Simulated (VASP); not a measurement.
# CaO (zincblende type) (F-43m) in VASP: relaxation of cell and atoms with PBE

Aim: the relaxation of cell and atoms of CaO (zincblende type) with PBE.

Program: VASP 6.6.1. These are calculated values, not measurements. Logs are shortened: lines on timing, memory, paths and dates and some standing lists are left out, and cuts for length are marked.

## 1. The cell of the first run

The structure is cubic, space group F-43m (No. 216). Conventional cell: a = 5.061 Å, b = 5.061 Å, c = 5.061 Å, α = 90.00°, β = 90.00°, γ = 90.00°. Within 2.9 Å of Ca (site symmetry -43m) lie 4 O at 2.19 Å. Within 2.9 Å of O (site symmetry -43m) lie 4 Ca at 2.19 Å.

## 2. Relaxation of cell and atoms, PBE

File INCAR:

```
SYSTEM = CaO
PREC = Accurate ; ENCUT = 600
EDIFF = 1E-6 ; ISMEAR = -1
SIGMA = 0.05 ; LREAL = .FALSE.
LASPH = .TRUE. ; NELM = 80
ALGO = Normal ; ISIF = 3
LWAVE = .FALSE. ; LCHARG = .FALSE.
GGA = PE ; IBRION = 2
NSW = 100 ; EDIFFG = -0.005
```

File KPOINTS:

```
Automatic mesh
0
G
  11 11 11
  0 0 0
```

File POSCAR:

```
CaO
1.0
    0.0000000000      2.5303869658      2.5303869658
    2.5303869658      0.0000000000      2.5303869658
    2.5303869658      2.5303869658      0.0000000000
Ca O
1 1
Direct
    0.0000000000      0.0000000000      0.0000000000
    0.2500000000      0.2500000000      0.2500000000
```

Potentials or basis: VASP PAW PBE potentials, release 64 (Ca_sv, O).

Command:

```
> cat potpaw_PBE.64/Ca_sv/POTCAR potpaw_PBE.64/O/POTCAR > POTCAR
> mpirun -np 1 vasp_std > vasp.out
```

OUTCAR:

```text
SYSTEM = CaO
   PREC = Accurate
   ENCUT = 600
   EDIFF = 1E-6
   ISMEAR = -1
   LREAL = .FALSE.
   LASPH = .TRUE.
   NELM = 80
   ISIF = 3
   GGA = PE
   IBRION = 2
   NSW = 100
   EDIFFG = -0.005

 ion  position               nearest neighbor table
   1  0.000  0.000  0.000-   2 2.19   2 2.19   2 2.19   2 2.19
   2  0.250  0.250  0.250-   1 2.19   1 2.19   1 2.19   1 2.19

  LATTYP: Found a face centered cubic cell.
 ALAT       =     5.0607739316

  Lattice vectors:

 A1 = (   0.0000000000,   2.5303869658,   2.5303869658)
 A2 = (   2.5303869658,   0.0000000000,   2.5303869658)
 A3 = (   2.5303869658,   2.5303869658,   0.0000000000)

Analysis of symmetry for initial positions (statically):
=====================================================================
 Subroutine PRICEL returns:
 Original cell was already a primitive cell.

 Routine SETGRP: Setting up the symmetry group for a
 face centered cubic supercell.

 Subroutine GETGRP returns: Found 24 space group operations
 (whereof 24 operations were pure point group operations)
 out of a pool of 48 trial point group operations.

The static configuration has the point symmetry T_d .

Analysis of symmetry for dynamics (positions and initial velocities):
=====================================================================
 Subroutine PRICEL returns:
 Original cell was already a primitive cell.

 Routine SETGRP: Setting up the symmetry group for a
 face centered cubic supercell.

 Subroutine GETGRP returns: Found 24 space group operations
 (whereof 24 operations were pure point group operations)
 out of a pool of 48 trial point group operations.

The dynamic configuration has the point symmetry T_d .

 Subroutine INISYM returns: Found 24 space group operations
 (whereof 24 operations are pure point group operations),
 and found     1 'primitive' translations

----------------------------------------------------------------------------------------

                                     Primitive cell

  volume of cell :      32.4034

  direct lattice vectors                    reciprocal lattice vectors
     0.000000000  2.530386966  2.530386966    -0.197598236  0.197598236  0.197598236
     2.530386966  0.000000000  2.530386966     0.197598236 -0.197598236  0.197598236
     2.530386966  2.530386966  0.000000000     0.197598236  0.197598236 -0.197598236

  length of vectors
     3.578507565  3.578507565  3.578507565     0.342250184  0.342250184  0.342250184

  position of ions in fractional coordinates (direct lattice)
     0.000000000  0.000000000  0.000000000
     0.250000000  0.250000000  0.250000000

  ion indices of the primitive-cell ions
   primitive index   ion index
                 1           1
                 2           2

----------------------------------------------------------------------------------------

 KPOINTS: Automatic mesh

Automatic generation of k-mesh.
 Grid dimensions read from file:
 generate k-points for:   11   11   11

 Generating k-lattice:

  Cartesian coordinates                     Fractional coordinates (reciprocal lattice)
    -0.017963476  0.017963476  0.017963476     0.090909091  0.000000000  0.000000000
     0.017963476 -0.017963476  0.017963476     0.000000000  0.090909091  0.000000000
     0.017963476  0.017963476 -0.017963476     0.000000000  0.000000000  0.090909091

  Length of vectors
     0.031113653  0.031113653  0.031113653

  Shift w.r.t. Gamma in fractional coordinates (k-lattice)
     0.000000000  0.000000000  0.000000000

 Subroutine IBZKPT returns following result:
 ===========================================

 Found     56 irreducible k-points:

 Following reciprocal coordinates:
            Coordinates               Weight
  0.000000  0.000000  0.000000      1.000000
  0.090909  0.000000  0.000000      8.000000
  0.181818  0.000000  0.000000      8.000000
  0.272727  0.000000  0.000000      8.000000
  0.363636  0.000000  0.000000      8.000000
  0.454545  0.000000  0.000000      8.000000
[... 16 lines left out ...]
 -0.272727  0.181818  0.000000     24.000000
 -0.181818  0.181818  0.000000     12.000000
 [... further k-points ...]
   k-points           NKPTS =     56   k-points in BZ     NKDIM =     56   number of bands    NBANDS=     12
   number of dos      NEDOS =    301   number of ions     NIONS =      2
   total plane-waves  NPLWV =  27000
   dimension x,y,z NGX =    30 NGY =   30 NGZ =   30
   dimension x,y,z NGXF=    60 NGYF=   60 NGZF=   60
   ions per type =               1   1
   NGX,Y,Z   is equivalent  to a cutoff of  13.94, 13.94, 13.94 a.u.
   NGXF,Y,Z  is equivalent  to a cutoff of  27.87, 27.87, 27.87 a.u.
 SYSTEM =  CaO
   PREC   = accura    normal or accurate (medium, high low for compatibility)
   ISTART =      0    job   : 0-new  1-cont  2-samecut
   ICHARG =      2    charge: 1-file 2-atom 10-const
   ISPIN  =      1    spin polarized calculation?
   LNONCOLLINEAR =      F non collinear calculations
   LSORBIT =      F    spin-orbit coupling
   LASPH  =      T    aspherical Exc in radial PAW
   ENCUT  =  600.0 eV  44.10 Ry    6.64 a.u.   7.15  7.15  7.15*2*pi/ulx,y,z
   NELM   =     80;   NELMIN=  2; NELMDL= -5     # of ELM steps
   EDIFF  = 0.1E-05   stopping-criterion for ELM
   LREAL  =      F    real-space projection
   EDIFFG = -.5E-02   stopping-criterion for IOM
   NSW    =    100    number of steps for IOM
   IBRION =      2    ionic relax: 0-MD 1-quasi-New 2-CG
   NFREE  =      1    steps in history (QN), initial steepest desc. (CG)
   ISIF   =      3    stress and relaxation
   ISYM   =      2    0-nonsym 1-usesym 2-fastsym
   POTIM  = 0.5000    time-step for ionic-motion
   TEBEG  =    0.0;   TEEND  =   0.0 temperature during run
   PSTRESS=    0.0 pullay stress
   NELECT =      16.0000    total number of electrons
   NUPDOWN=      -1.0000    fix difference up-down
   EMIN   =  10.00;   EMAX   =-10.00  energy-range for DOS
   EFERMI =   0.00;   METHOD = LEGACY
   ISMEAR =    -1;   SIGMA  =   0.05  broadening in eV -4-tet -1-fermi 0-gaus
   EFERMI_NEDOS =   21; number of points for ismear=-14 and -15
   IALGO  =     38    algorithm
   IMIX   =      4    mixing-type and parameters
     AMIX     =   0.40;   BMIX     =  1.00
     AMIX_MAG =   1.60;   BMIX_MAG =  1.00
  volume/ion in A,a.u.               =      16.20       109.33
  Fermi-wavevector in a.u.,A,eV,Ry     =   1.293951  2.445213 22.780365  1.674310
  Thomas-Fermi vector in A             =   2.425565
   LORBIT       =      0    0 simple, 1 ext, 2 COOP (PROOUT), +10 PAW based schemes
   GGA     = PE    functional components
   LHFCALC =     F    Hartree Fock is set to
   AEXX    =    0.0000 exact exchange contribution
   IVDW    =     0    specifies the selected vdW correction
   LEPSILON=     F    determine dielectric tensor
   LRPA    =     F    only Hartree local field effects (RPA)
 conjugate gradient relaxation of ions
 non-spin polarized calculation
  energy-cutoff  :      600.00
  volume of cell :       32.40
 maximum number of plane-waves:      1092
 NGX is ok and might be reduce to    30
   NGX = 15   NGY = 15   NGZ = 15

--------------------------------------- Ionic step        1  -------------------------------------------

 number of electron      15.9999998 magnetization

 Free energy of the ion-electron system (eV)
  ---------------------------------------------------
  ext. energy  EPLUGINS =         0.00000000
  ---------------------------------------------------
  free energy    TOTEN  =       -12.32633045 eV

  energy without entropy =      -12.32633045  energy(sigma->0) =      -12.32633045

------------------------ aborting loop because EDIFF is reached ----------------------------------------

  FORCE on cell =-STRESS in cart. coord.  units (eV):
  Direction    XX          YY          ZZ          XY          YZ          ZX
  --------------------------------------------------------------------------------------
  -------------------------------------------------------------------------------------
  Total        2.1489826      2.1489826      2.1489826     -0.0000000     -0.0000000      0.0000000
  in kB      106.2558051    106.2558051    106.2558051     -0.0000000     -0.0000000      0.0000000
  external PRESSURE =     106.2558051 kB  Pullay stress =       0.0000000 kB
[... 21 lines left out ...]
  energy  without entropy=      -12.3263304459  energy(sigma->0) =      -12.32633045

--------------------------------------- Ionic step        2  -------------------------------------------

 number of electron      16.0000002 magnetization

 E-fermi :   1.3283     XC(G=0):  -8.7778

 val. band max:        0.1983275299   @ k =  -0.4545   0.4545   0.0000
 cond. band min:       3.3235455139   @ k =   0.0000   0.0000   0.0000
 fundamental gap:      3.1252179839
 Fermi energy:         1.3283223670

 k-point     1 :       0.0000    0.0000    0.0000
  band No.  band energies     occupation
      1     -37.2144      2.00000
      2     -18.1637      2.00000
      3     -18.1637      2.00000
      4     -18.1637      2.00000
      5     -14.4865      2.00000
      6      -0.3100      2.00000
      7      -0.3100      2.00000
      8      -0.3100      2.00000
      9       3.3235      0.00000
     10       7.9222      0.00000
     11       7.9222      0.00000
     12       9.4016      0.00000
[... 450 lines left out ...]
  energy  without entropy=      -12.4420917077  energy(sigma->0) =      -12.44209171

--------------------------------------- Ionic step        5  -------------------------------------------

 number of electron      16.0000005 magnetization

 Free energy of the ion-electron system (eV)
  ---------------------------------------------------
  ext. energy  EPLUGINS =         0.00000000
  ---------------------------------------------------
  free energy    TOTEN  =       -12.44211165 eV

  energy without entropy =      -12.44211165  energy(sigma->0) =      -12.44211165

 E-fermi :   1.5721     XC(G=0):  -8.9440

 val. band max:        0.3635765948   @ k =  -0.4545   0.4545   0.0000
 cond. band min:       3.6276291576   @ k =   0.0000   0.0000   0.0000
 fundamental gap:      3.2640525628
 Fermi energy:         1.5720957060

 k-point     1 :       0.0000    0.0000    0.0000
  band No.  band energies     occupation
      1     -36.8700      2.00000
      2     -17.8145      2.00000
      3     -17.8145      2.00000
      4     -17.8145      2.00000
      5     -14.3776      2.00000
      6      -0.2060      2.00000
      7      -0.2060      2.00000
      8      -0.2060      2.00000
      9       3.6276      0.00000
     10       8.2562      0.00000
     11       8.2562      0.00000
     12       9.8306      0.00000
[... 374 lines left out ...]
  FREE ENERGIE OF THE ION-ELECTRON SYSTEM (eV)
  ---------------------------------------------------
  free  energy   TOTEN  =       -12.4421116486 eV

  energy  without entropy=      -12.4421116486  energy(sigma->0) =      -12.44211165

 reached required accuracy - stopping structural energy minimisation
```

Wall time 96 s (1 thread of AMD EPYC 7R43 (Zen 3), shared host); peak memory 0.16 GiB.

Results:

| Quantity | Value |
| --- | --- |
| Free energy | -12.4421 eV |
| Relaxed volume | 18.12 Å³/atom |
| Relaxed cell | a = 3.715 Å, b = 3.715 Å, c = 3.715 Å, α = 60.00°, β = 60.00°, γ = 60.00° |
| Space group after relaxing (to 0.05 Å) | F-43m (No. 216) |
| Energy gained by relaxing | 57.9 meV/atom |
| Ionic steps | 5 |
| Pressure after relaxing | 0.0 GPa |
| Band gap on the k mesh | 3.26 eV, indirect (least direct gap 3.83 eV) |

Step by step:
| step | energy change (eV) | largest force (eV/Å) | pressure (GPa) | volume (Å³) |
| --- | --- | --- | --- | --- |
| 1 | 0.0000 | 0.0000 | 10.63 | 32.40 |
| 2 | -0.1027 | 0.0000 | -2.75 | 37.71 |
| 3 | -0.1158 | 0.0000 | 0.05 | 36.22 |
| 4 | -0.1158 | 0.0000 | -0.10 | 36.30 |
| 5 | -0.1158 | 0.0000 | -0.02 | 36.25 |

Final structure:
```yaml
crystal:
  lattice:
    - [0.00000, 2.62669, 2.62669]
    - [2.62669, 0.00000, 2.62669]
    - [2.62669, 2.62669, 0.00000]
  atoms:
    - { symbol: Ca, position: [0.00000, 0.00000, 0.00000] }
    - { symbol: O, position: [0.25000, 0.25000, 0.25000] }
```

A k mesh can miss the band edges.
